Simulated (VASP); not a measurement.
Write the native input for VASP 6.6.1 that does the following.

```
Task                   : single point
Functional             : PBE
Potentials or basis    : VASP PAW PBE potentials, release 64 (B, N)
Cutoff                 : 520 eV
k mesh                 : 12 × 12 × 2
Occupations            : gaussian, width 0.1 eV
Spin                   : no spin polarisation
Dipole correction      : no
Further INCAR settings : ALGO = Normal; EDIFF = 1e-07; NBANDS = 19
```

The structure of B5N lies in POSCAR:

```
B5N
1.0
    2.2153954400      0.0000000000      0.0000000000
   -1.1076977200      1.9185887300      0.0000000000
    0.0000000000      0.0000000000     10.7684629500
B N
5 1
Direct
    0.6666666700      0.3333333300      0.8353336500
    0.0000000000      0.0000000000      0.6676422400
    0.6666666700      0.3333333300      0.5000000000
    0.0000000000      0.0000000000      0.3323577600
    0.6666666700      0.3333333300      0.1646663500
    0.0000000000      0.0000000000      0.0000000000
```

One way to write it, as run:

INCAR

```
SYSTEM = B5N
  PREC = Accurate
  ENCUT = 520
  EDIFF = 1E-7
  ISMEAR = 0
  SIGMA = 0.1
  LREAL = .FALSE.
  LASPH = .TRUE.
  NELM = 100
  ALGO = Normal
  ISIF = 2
  LWAVE = .FALSE.
  LCHARG = .FALSE.
  GGA = PE
  NBANDS = 19
```

KPOINTS

```
Automatic mesh
0
G
  12 12 2
  0 0 0
```

Potentials or basis: VASP PAW PBE potentials, release 64 (B, N).

Command:

```bash
$ cat potpaw_PBE.64/B/POTCAR potpaw_PBE.64/N/POTCAR > POTCAR
$ mpirun -np 1 vasp_std > vasp.out
```

It gave:

```json
{
  "Pressure": "-31.7 GPa",
  "Largest force": "0.385 eV/Å",
  "Band gap on the k mesh": "zero (band 10 reaches 10.21 eV, above the bottom of band 11 at 4.73 eV)"
}
```

Wall time 25 s on 1 thread of AMD EPYC 7R43 64-Core Processor (Zen 3) (shared host), peak memory 0.13 GiB.
